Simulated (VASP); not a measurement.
# HfC in VASP: further runs

The runs below take HfC through single point, with r2SCAN.

Program: VASP 6.6.1. These are calculated values, not measurements. Logs are shortened: lines on timing, memory, paths and dates and some standing lists are left out, and cuts for length are marked.

## (1) The cell of the first run

The structure is cubic, space group Fm-3m (No. 225). The conventional cell has a = 4.702 Å, b = 4.702 Å, c = 4.702 Å, α = 90.00°, β = 90.00°, γ = 90.00°. Hf (site symmetry m-3m) has 6 C at 2.35 Å within 3.1 Å. C (site symmetry m-3m) has 6 Hf at 2.35 Å within 3.1 Å.

## (2) Single point, r2SCAN (12.99 Å³/atom)

POSCAR reads:

```
HfC
1.0
    0.0000000000      2.3508772520      2.3508772520
    2.3508772520      0.0000000000      2.3508772520
    2.3508772520      2.3508772520      0.0000000000
Hf C
1 1
Direct
    0.5000000000      0.5000000000      0.5000000000
    0.0000000000      0.0000000000      0.0000000000
```

INCAR.step1 reads:

```
SYSTEM = HfC
PREC = Accurate ; ENCUT = 520
ISMEAR = 0 ; SIGMA = 0.05
LREAL = .FALSE. ; LASPH = .TRUE.
NELM = 100 ; NBANDS = 14
GGA = PE ; ALGO = Normal
EDIFF = 1E-4 ; LWAVE = .TRUE.
LCHARG = .FALSE.
```

INCAR.step2 reads:

```
SYSTEM = HfC
PREC = Accurate ; ENCUT = 520
EDIFF = 1E-6 ; ISMEAR = 0
SIGMA = 0.05 ; LREAL = .FALSE.
LASPH = .TRUE. ; NELM = 100
ALGO = Normal ; ISIF = 2
LWAVE = .FALSE. ; LCHARG = .FALSE.
METAGGA = R2SCAN ; LMIXTAU = .TRUE.
NBANDS = 14 ; ISTART = 1
```

KPOINTS reads:

```
regular mesh
0
G
  12 12 12
  0 0 0
```

Potentials or basis: VASP PAW PBE potentials, release 64 (Hf_pv, C).

The run is started by

```
$ cat potpaw_PBE.64/Hf_pv/POTCAR potpaw_PBE.64/C/POTCAR > POTCAR
$ cp INCAR.step1 INCAR
$ mpirun -np 1 vasp_std > vasp.out
$ cp INCAR.step2 INCAR
$ mpirun -np 1 vasp_std > vasp.out
```

OUTCAR:

```text
SYSTEM = HfC
   PREC = Accurate
   ENCUT = 520
   EDIFF = 1E-6
   ISMEAR = 0
   LREAL = .FALSE.
   LASPH = .TRUE.
   NELM = 100
   ISIF = 2
   METAGGA = R2SCAN
   ISTART = 1

 ion  position               nearest neighbor table
   1  0.500  0.500  0.500-   2 2.35   2 2.35   2 2.35   2 2.35   2 2.35   2 2.35
   2  0.000  0.000  0.000-   1 2.35   1 2.35   1 2.35   1 2.35   1 2.35   1 2.35

  LATTYP: Found a face centered cubic cell.
 ALAT       =     4.7017545040

  Lattice vectors:

 A1 = (   0.0000000000,   2.3508772520,   2.3508772520)
 A2 = (   2.3508772520,   0.0000000000,   2.3508772520)
 A3 = (   2.3508772520,   2.3508772520,   0.0000000000)

Analysis of symmetry for initial positions (statically):
=====================================================================
 Subroutine PRICEL returns:
 Original cell was already a primitive cell.

 Routine SETGRP: Setting up the symmetry group for a
 face centered cubic supercell.

 Subroutine GETGRP returns: Found 48 space group operations
 (whereof 48 operations were pure point group operations)
 out of a pool of 48 trial point group operations.

The static configuration has the point symmetry O_h .

Analysis of symmetry for dynamics (positions and initial velocities):
=====================================================================
 Subroutine PRICEL returns:
 Original cell was already a primitive cell.

 Routine SETGRP: Setting up the symmetry group for a
 face centered cubic supercell.

 Subroutine GETGRP returns: Found 48 space group operations
 (whereof 48 operations were pure point group operations)
 out of a pool of 48 trial point group operations.

The dynamic configuration has the point symmetry O_h .

 Subroutine INISYM returns: Found 48 space group operations
 (whereof 48 operations are pure point group operations),
 and found     1 'primitive' translations

----------------------------------------------------------------------------------------

                                     Primitive cell

  volume of cell :      25.9848

  direct lattice vectors                    reciprocal lattice vectors
     0.000000000  2.350877252  2.350877252    -0.212686562  0.212686562  0.212686562
     2.350877252  0.000000000  2.350877252     0.212686562 -0.212686562  0.212686562
     2.350877252  2.350877252  0.000000000     0.212686562  0.212686562 -0.212686562

  length of vectors
     3.324642493  3.324642493  3.324642493     0.368383931  0.368383931  0.368383931

  position of ions in fractional coordinates (direct lattice)
     0.500000000  0.500000000  0.500000000
     0.000000000  0.000000000  0.000000000

  ion indices of the primitive-cell ions
   primitive index   ion index
                 1           1
                 2           2

----------------------------------------------------------------------------------------

 KPOINTS: regular mesh

Automatic generation of k-mesh.
 Grid dimensions read from file:
 generate k-points for:   12   12   12

 Generating k-lattice:

  Cartesian coordinates                     Fractional coordinates (reciprocal lattice)
    -0.017723880  0.017723880  0.017723880     0.083333333  0.000000000  0.000000000
     0.017723880 -0.017723880  0.017723880     0.000000000  0.083333333  0.000000000
     0.017723880  0.017723880 -0.017723880     0.000000000  0.000000000  0.083333333

  Length of vectors
     0.030698661  0.030698661  0.030698661

  Shift w.r.t. Gamma in fractional coordinates (k-lattice)
     0.000000000  0.000000000  0.000000000

 Subroutine IBZKPT returns following result:
 ===========================================

 Found     72 irreducible k-points:

 Following reciprocal coordinates:
            Coordinates               Weight
  0.000000  0.000000  0.000000      1.000000
  0.083333  0.000000  0.000000      8.000000
  0.166667  0.000000  0.000000      8.000000
  0.250000  0.000000  0.000000      8.000000
  0.333333  0.000000  0.000000      8.000000
  0.416667  0.000000  0.000000      8.000000
[... 16 lines left out ...]
  0.500000  0.166667  0.000000     24.000000
 -0.416667  0.166667  0.000000     24.000000
 [... further k-points ...]
   k-points           NKPTS =     72   k-points in BZ     NKDIM =     72   number of bands    NBANDS=     14
   number of dos      NEDOS =    301   number of ions     NIONS =      2
   total plane-waves  NPLWV =  21952
   dimension x,y,z NGX =    28 NGY =   28 NGZ =   28
   dimension x,y,z NGXF=    56 NGYF=   56 NGZF=   56
   ions per type =               1   1
   NGX,Y,Z   is equivalent  to a cutoff of  14.00, 14.00, 14.00 a.u.
   NGXF,Y,Z  is equivalent  to a cutoff of  28.00, 28.00, 28.00 a.u.
 SYSTEM =  HfC
   PREC   = accura    normal or accurate (medium, high low for compatibility)
   ISTART =      1    job   : 0-new  1-cont  2-samecut
   ICHARG =      0    charge: 1-file 2-atom 10-const
   ISPIN  =      1    spin polarized calculation?
   LNONCOLLINEAR =      F non collinear calculations
   LSORBIT =      F    spin-orbit coupling
   LASPH  =      T    aspherical Exc in radial PAW
   ENCUT  =  520.0 eV  38.22 Ry    6.18 a.u.   6.18  6.18  6.18*2*pi/ulx,y,z
   NELM   =    100;   NELMIN=  2; NELMDL=  0     # of ELM steps
   EDIFF  = 0.1E-05   stopping-criterion for ELM
   LREAL  =      F    real-space projection
   EDIFFG = 0.1E-04   stopping-criterion for IOM
   NSW    =      0    number of steps for IOM
   IBRION =     -1    ionic relax: 0-MD 1-quasi-New 2-CG
   NFREE  =      0    steps in history (QN), initial steepest desc. (CG)
   ISIF   =      2    stress and relaxation
   ISYM   =      2    0-nonsym 1-usesym 2-fastsym
   POTIM  = 0.5000    time-step for ionic-motion
   TEBEG  =    0.0;   TEEND  =   0.0 temperature during run
   PSTRESS=    0.0 pullay stress
   NELECT =      14.0000    total number of electrons
   NUPDOWN=      -1.0000    fix difference up-down
   EMIN   =  10.00;   EMAX   =-10.00  energy-range for DOS
   EFERMI =   0.00;   METHOD = LEGACY
   ISMEAR =     0;   SIGMA  =   0.05  broadening in eV -4-tet -1-fermi 0-gaus
   EFERMI_NEDOS =   21; number of points for ismear=-14 and -15
   IALGO  =     38    algorithm
   IMIX   =      4    mixing-type and parameters
     AMIX     =   0.40;   BMIX     =  1.00
     AMIX_MAG =   1.60;   BMIX_MAG =  1.00
  volume/ion in A,a.u.               =      12.99        87.68
  Fermi-wavevector in a.u.,A,eV,Ry     =   1.332123  2.517347 24.144230  1.774551
  Thomas-Fermi vector in A             =   2.461082
   LORBIT       =      0    0 simple, 1 ext, 2 COOP (PROOUT), +10 PAW based schemes
   METAGGA = R2SCAN    functional components
   LHFCALC =     F    Hartree Fock is set to
   AEXX    =    0.0000 exact exchange contribution
   IVDW    =     0    specifies the selected vdW correction
   LEPSILON=     F    determine dielectric tensor
   LRPA    =     F    only Hartree local field effects (RPA)
 non-spin polarized calculation
 Gauss-broadening in eV      SIGMA  =   0.05
  energy-cutoff  :      520.00
  volume of cell :       25.98
 maximum number of plane-waves:       725
 NGX is ok and might be reduce to    28
   NGX = 13   NGY = 13   NGZ = 13

 number of electron      14.0000001 magnetization

 Free energy of the ion-electron system (eV)
  ---------------------------------------------------
  ext. energy  EPLUGINS =         0.00000000
  ---------------------------------------------------
  free energy    TOTEN  =       -57.30696316 eV

  energy without entropy =      -57.30644656  energy(sigma->0) =      -57.30670486

 E-fermi :   5.7125     XC(G=0): -12.9200

 val. band max:        5.5897543786   @ k =   0.0833   0.0000   0.0000
 cond. band min:       5.7286230042   @ k =   0.5000   0.4167   0.0000
 fundamental gap:      0.1388686256
 Fermi energy:         5.7124623458

 k-point     1 :       0.0000    0.0000    0.0000
  band No.  band energies     occupation
      1     -25.2769      2.00000
      2     -25.2769      2.00000
      3     -25.2769      2.00000
      4      -7.2197      2.00000
      5       6.6299      0.00000
      6       6.6299      0.00000
      7       6.6299      0.00000
      8       7.2620      0.00000
      9       7.2620      0.00000
     10       7.2620      0.00000
     11       9.0783      0.00000
     12       9.0784      0.00000
     13      12.7055      0.00000
     14      17.3145      0.00000

 k-point     2 :       0.0833    0.0000    0.0000
  band No.  band energies     occupation
      1     -25.3198      2.00000
      2     -25.2809      2.00000
      3     -25.2809      2.00000
      4      -7.0516      2.00000
      5       5.5898      1.99948
      6       5.8748      0.00000
      7       5.8748      0.00000
      8       7.5590      0.00000
      9       7.5590      0.00000
     10       7.8613      0.00000
     11       9.8971      0.00000
     12       9.8972      0.00000
     13      13.1199      0.00000
     14      17.7865      0.00000

 k-point     3 :       0.1667    0.0000    0.0000
  band No.  band energies     occupation
      1     -25.4350      2.00000
      2     -25.2919      2.00000
      3     -25.2919      2.00000
      4      -6.5701      2.00000
      5       4.0803      2.00000
      6       4.7952      2.00000
      7       4.7952      2.00000
      8       8.0958      0.00000
      9       8.0958      0.00000
     10       8.3570      0.00000
     11      11.4902      0.00000
     12      11.4902      0.00000
     13      14.0857      0.00000
     14      18.1864      0.00000

 k-point     4 :       0.2500    0.0000    0.0000
  band No.  band energies     occupation
      1     -25.5881      2.00000
      2     -25.3068      2.00000
      3     -25.3068      2.00000
      4      -5.8398      2.00000
      5       2.5524      2.00000
      6       3.8671      2.00000
      7       3.8671      2.00000
      8       8.8418      0.00000
      9       8.8804      0.00000
     10       8.8804      0.00000
     11      13.2653      0.00000
     12      13.2654      0.00000
     13      14.9884      0.00000
     14      18.1860      0.00000

 k-point     5 :       0.3333    0.0000    0.0000
  band No.  band energies     occupation
      1     -25.7366      2.00000
      2     -25.3216      2.00000
      3     -25.3216      2.00000
      4      -4.9612      2.00000
      5       1.1450      2.00000
      6       3.1770      2.00000
      7       3.1770      2.00000
      8       9.5505      0.00000
      9       9.8283      0.00000
     10       9.8283      0.00000
     11      14.9356      0.00000
[... 276 lines left out ...]
 k-point    22 :       0.4167    0.1667    0.0000
  band No.  band energies     occupation
      1     -25.7497      2.00000
      2     -25.3955      2.00000
      3     -25.3771      2.00000
      4      -4.7138      2.00000
      5       0.9548      2.00000
      6       2.9925      2.00000
      7       3.6199      2.00000
      8       7.8783      0.00000
      9      11.1943      0.00000
     10      11.5178      0.00000
     11      13.6929      0.00000
     12      14.3799      0.00000
     13      17.2256      0.00000
     14      18.1830      0.00000

 k-point    23 :       0.5000    0.1667    0.0000
  band No.  band energies     occupation
      1     -25.8133      2.00000
      2     -25.4248      2.00000
      3     -25.3733      2.00000
      4      -4.1890      2.00000
      5       0.3765      2.00000
      6       2.7304      2.00000
      7       3.1418      2.00000
      8       8.9171      0.00000
      9      11.3607      0.00000
     10      11.6665      0.00000
     11      14.2648      0.00000
     12      15.1815      0.00000
     13      17.0310      0.00000
     14      18.1819      0.00000

 k-point    24 :      -0.4167    0.1667    0.0000
  band No.  band energies     occupation
      1     -25.8195      2.00000
      2     -25.4454      2.00000
      3     -25.3586      2.00000
      4      -4.0294      2.00000
      5       0.1764      2.00000
      6       2.7732      2.00000
      7       2.8864      2.00000
      8      10.0573      0.00000
      9      10.8163      0.00000
     10      11.0648      0.00000
     11      14.3820      0.00000
     12      15.8307      0.00000
     13      16.5826      0.00000
     14      18.1844      0.00000

 [... further k-points ...]

------------------------ aborting loop because EDIFF is reached ----------------------------------------

  FORCE on cell =-STRESS in cart. coord.  units (eV):
  Direction    XX          YY          ZZ          XY          YZ          ZX
  --------------------------------------------------------------------------------------
  -------------------------------------------------------------------------------------
  Total       -1.6316123     -1.6316123     -1.6316123      0.0000000      0.0000000      0.0000000
  in kB     -100.6022508   -100.6022508   -100.6022508      0.0000000      0.0000000      0.0000000
  external PRESSURE =    -100.6022508 kB  Pullay stress =       0.0000000 kB

 VOLUME and BASIS-vectors are now :
 -----------------------------------------------------------------------------
  energy-cutoff  :      520.00
  volume of cell :       25.98
      direct lattice vectors                 reciprocal lattice vectors
     0.000000000  2.350877252  2.350877252    -0.212686562  0.212686562  0.212686562
     2.350877252  0.000000000  2.350877252     0.212686562 -0.212686562  0.212686562
     2.350877252  2.350877252  0.000000000     0.212686562  0.212686562 -0.212686562

 POSITION                                       TOTAL-FORCE (eV/Angst)
 -----------------------------------------------------------------------------------
      2.35088      2.35088      2.35088        -0.000000      0.000000      0.000000
      0.00000      0.00000      0.00000         0.000000     -0.000000     -0.000000
 -----------------------------------------------------------------------------------
    total drift:                                0.000000      0.000000      0.000000

  FREE ENERGIE OF THE ION-ELECTRON SYSTEM (eV)
  ---------------------------------------------------
  free  energy   TOTEN  =       -57.3069631616 eV

  energy  without entropy=      -57.3064465643  energy(sigma->0) =      -57.30670486
```

Run time: 2.4 min. Hardware: 1 thread of Intel Xeon Platinum 8259CL at 2.50GHz (Skylake/Cascade Lake), shared host; peak memory 0.18 GiB.

Results:

```
Free energy            : -57.3070 eV
Pressure               : -10.1 GPa
Band gap on the k mesh : zero (bands 7 and 8 overlap by 1.42 eV)
```

Caveat: the cell stands under tension; the PAW data sets were made with another functional, which shifts forces and pressure a little; spin-orbit coupling is left out, which moves the levels of the heavy elements.

## (3) Single point, r2SCAN (13.37 Å³/atom)

This run uses another cell than the first one, of 13.37 Å³/atom.

POSCAR reads:

```
HfC
1.0
    0.0000000000      2.3732679068      2.3732679068
    2.3732679068      0.0000000000      2.3732679068
    2.3732679068      2.3732679068      0.0000000000
Hf C
1 1
Direct
    0.5000000000      0.5000000000      0.5000000000
    0.0000000000      0.0000000000      0.0000000000
```

INCAR.step1 reads:

```
SYSTEM = HfC
ALGO = Normal ; EDIFF = 1E-4
ENCUT = 520 ; GGA = PE
ISMEAR = 0 ; LASPH = .True.
LCHARG = .False. ; LREAL = .False.
LWAVE = .True. ; NBANDS = 14
NELM = 100 ; PREC = Accurate
SIGMA = 0.05
```

INCAR.step2 reads:

```
SYSTEM = HfC
ALGO = Normal ; EDIFF = 1E-7
ENCUT = 520 ; ISIF = 2
ISMEAR = 0 ; ISTART = 1
LASPH = .True. ; LCHARG = .True.
LELF = .True. ; LMIXTAU = .True.
LREAL = .False. ; LVHAR = .True.
LWAVE = .False. ; METAGGA = R2SCAN
NBANDS = 14 ; NELM = 100
PREC = Accurate ; SIGMA = 0.05
```

KPOINTS reads:

```
k-points
0
Gamma
  12 12 12
  0 0 0
```

Potentials or basis: VASP PAW PBE potentials, release 64 (Hf_pv, C).

The run is started by

```
$ cat potpaw_PBE.64/Hf_pv/POTCAR potpaw_PBE.64/C/POTCAR > POTCAR
$ cp INCAR.step1 INCAR
$ mpirun -np 1 vasp_std > vasp.out
$ cp INCAR.step2 INCAR
$ mpirun -np 1 vasp_std > vasp.out
```

It took 3.2 min on 1 thread of Intel Xeon Platinum 8259CL at 2.50GHz (Skylake/Cascade Lake), shared host; peak memory 0.19 GiB.

Results (log left out):

```yaml
Free_energy: -57.2469 eV
Pressure: -15.7 GPa
Band_gap_on_the_k_mesh: zero (bands 7 and 8 overlap by 1.41 eV)
```

Levels at points of the mesh, in eV from the Fermi level:
```tsv
k point	band 4	band 5	band 6	band 7	band 8	band 9	band 10	band 11
(0.00, 0.00, 0.00)	-12.78	0.90	0.90	0.90	1.54	1.54	1.54	3.28
(0.50, 0.00, 0.00)	-9.40	-6.10	-3.00	-3.00	5.22	5.22	5.73	6.61
(0.50, 0.50, 0.00)	-10.94	-2.92	-1.48	-0.30	-0.30	5.04	6.51	6.51
```

Caveat: the cell stands under tension; the PAW data sets were made with another functional, which shifts forces and pressure a little; spin-orbit coupling is left out, which moves the levels of the heavy elements.

## (4) Single point, r2SCAN (atom 1 (Hf) moved 0.08 Å along x)

POSCAR reads:

```
HfC
1.0
    0.0000000000      2.3203429225      2.3203429225
    2.3203429225      0.0000000000      2.3203429225
    2.3203429225      2.3203429225      0.0000000000
Hf C
1 1
Direct
    0.4827611688      0.5172388312      0.5172388312
    0.0000000000      0.0000000000      0.0000000000
```

INCAR.step1 reads:

```
SYSTEM = HfC
PREC = Accurate ; ENCUT = 520
ISMEAR = 0 ; SIGMA = 0.05
LREAL = .FALSE. ; LASPH = .TRUE.
NELM = 80 ; NBANDS = 14
GGA = PE ; ALGO = Normal
EDIFF = 1E-4 ; LWAVE = .TRUE.
LCHARG = .FALSE.
```

INCAR.step2 reads:

```
SYSTEM = HfC
PREC = Accurate ; ENCUT = 520
EDIFF = 1E-6 ; ISMEAR = 0
SIGMA = 0.05 ; LREAL = .FALSE.
LASPH = .TRUE. ; NELM = 80
ALGO = Normal ; ISIF = 2
LWAVE = .FALSE. ; LCHARG = .FALSE.
METAGGA = R2SCAN ; LMIXTAU = .TRUE.
NBANDS = 14 ; ISTART = 1
```

KPOINTS reads:

```
Automatic mesh
0
G
  12 12 12
  0 0 0
```

The run is started by

```
$ cat potpaw_PBE.64/Hf_pv/POTCAR potpaw_PBE.64/C/POTCAR > POTCAR
$ cp INCAR.step1 INCAR
$ mpirun -np 1 vasp_std > vasp.out
$ cp INCAR.step2 INCAR
$ mpirun -np 1 vasp_std > vasp.out
```

It took 2.5 min on 1 thread of Intel Xeon Platinum 8259CL at 2.50GHz (Skylake/Cascade Lake), shared host; peak memory 0.18 GiB.

The run converged. Its results:

```
Free energy            : -57.3190 eV
Pressure               : -0.5 GPa
Largest force          : 0.583 eV/Å
Band gap on the k mesh : zero (bands 7 and 8 overlap by 1.27 eV)
```

Forces in eV/Å, atoms in the order of the input:
```
Hf  -0.583  0.000  0.000
C    0.583  0.000  0.000
```

Stress tensor (GPa, compression positive):
```
 0.79  0.00  0.00
 0.00 -1.11  0.00
 0.00  0.00 -1.11
```

Levels at points of the mesh, in eV from the Fermi level:
| k point | band 3 | band 4 | band 5 | band 6 | band 7 | band 8 | band 9 | band 10 | band 11 | band 12 |
| --- | --- | --- | --- | --- | --- | --- | --- | --- | --- | --- |
| (0.00, 0.00, 0.00) | -30.82 | -13.16 | 0.61 | 0.61 | 0.74 | 1.54 | 1.85 | 1.85 | 3.46 | 3.68 |
| (0.50, 0.00, 0.00) | -30.89 | -9.40 | -6.44 | -3.27 | -3.25 | 5.55 | 5.59 | 6.11 | 6.90 | 11.71 |
| (0.50, 0.50, 0.00) | -31.06 | -11.28 | -2.91 | -1.93 | -0.29 | -0.06 | 5.44 | 7.01 | 7.01 | 9.10 |
| (0.00, 0.50, 0.50) | -31.06 | -11.28 | -2.88 | -1.74 | -0.27 | -0.27 | 5.40 | 7.01 | 7.01 | 8.93 |

Caveat: the cell differs from its parent crystal (atom 1 (Hf) moved 0.08 Å along x); the PAW data sets were made with another functional, which shifts forces and pressure a little; spin-orbit coupling is left out, which moves the levels of the heavy elements.

## (5) The runs side by side

```tsv
cell	gap on the mesh (eV)	pressure (GPa)
a = 3.325 Å, angles 60.0°, 2 atoms, atomic positions A	none	-10.1
a = 3.356 Å, angles 60.0°, 2 atoms, atomic positions A	none	-15.7
a = 3.281 Å, angles 60.0°, 2 atoms, atomic positions B	none	-0.5
```

Alike in all rows: task single point; level r2SCAN; potentials or basis VASP PAW PBE potentials, release 64 (Hf_pv, C); no spin polarisation; k mesh 12 × 12 × 12; cutoff (eV) 520; smearing gaussian 0.05 eV.

Caveats: the PAW data sets were made with another functional, which shifts forces and pressure a little; spin-orbit coupling is left out, which moves the levels of the heavy elements; the cell stands under tension (at least some runs).

Absolute energies hang on the potentials; compare differences alone.

The gap in the log of VASP goes by the Fermi energy; the results here count the filled bands.